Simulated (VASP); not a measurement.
A run of VASP 6.6.1 is set up as follows.

Contents of POSCAR:

```
As
1.0
    4.8403420387      0.0000000000      0.0000000000
   -2.4201710194      4.1918591685      0.0000000000
    0.0000000000      0.0000000000      2.8016345037
As
3
Direct
    0.0000000000      1.0000000000      0.0000000000
    0.3333333333      0.6666666667      0.5000000000
    0.6666666667      0.3333333333      0.5000000000
```

The input INCAR.step1:

```
PREC = Accurate
ENCUT = 520
ISMEAR = -1
SIGMA = 0.1
LREAL = F
LASPH = T
NELM = 80
NBANDS = 14
GGA = PE
ALGO = Normal
EDIFF = 1E-4
LWAVE = T
LCHARG = F
```

File INCAR.step2:

```
PREC = Accurate
ENCUT = 520
EDIFF = 1E-7
ISMEAR = -1
SIGMA = 0.1
LREAL = F
LASPH = T
NELM = 80
ALGO = Normal
ISIF = 2
LWAVE = F
LCHARG = F
METAGGA = R2SCAN
LMIXTAU = T
NBANDS = 14
ISTART = 1
```

KPOINTS

```
Automatic mesh
0
Gamma
  9 9 13
```

Potentials or basis: VASP PAW PBE potentials, release 64 (As).

Command:

```console
$ cat potpaw_PBE.64/As/POTCAR > POTCAR
$ cp INCAR.step1 INCAR
$ mpirun -np 1 vasp_std > vasp.out
$ cp INCAR.step2 INCAR
$ mpirun -np 1 vasp_std > vasp.out
```

Question: What does it give for the pressure?

Answer: 0.3 GPa.

Stress tensor (GPa, compression positive):
```
-0.29  0.00  0.00
 0.00 -0.29  0.00
 0.00  0.00  1.62
```

Caveat: the PAW data sets were made with another functional, which shifts forces and pressure a little.
